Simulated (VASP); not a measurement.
RbCl:

```xyz
2
Lattice="0.0000 3.3058 3.3058 3.3058 0.0000 3.3058 3.3058 3.3058 0.0000" Properties=species:S:1:pos:R:3 pbc="T T T"
Rb    0.0000    0.0000    0.0000
Cl    3.3058    3.3058    3.3058
```

Base run:

* Program: VASP 6.6.1
* Functional: PBE
* Potentials or basis: VASP PAW PBE potentials, release 64 (Rb_sv, Cl)
* Cutoff: 500 eV
* k mesh: 6 × 6 × 6
* Occupations: gaussian, width 0.01 eV
* Spin: no spin polarisation

Its results: band gap on the k mesh 4.95 eV, direct; pressure 0.6 GPa.

Problem. The run is repeated on the same cell with these changes: functional from PBE to LDA; potentials or basis from VASP PAW PBE potentials, release 64 (Rb_sv, Cl) to VASP PAW LDA potentials, release 64 (Rb_sv, Cl). What comes out?

Solution. Band gap on the k mesh 4.52 eV, direct; pressure -1.8 GPa.

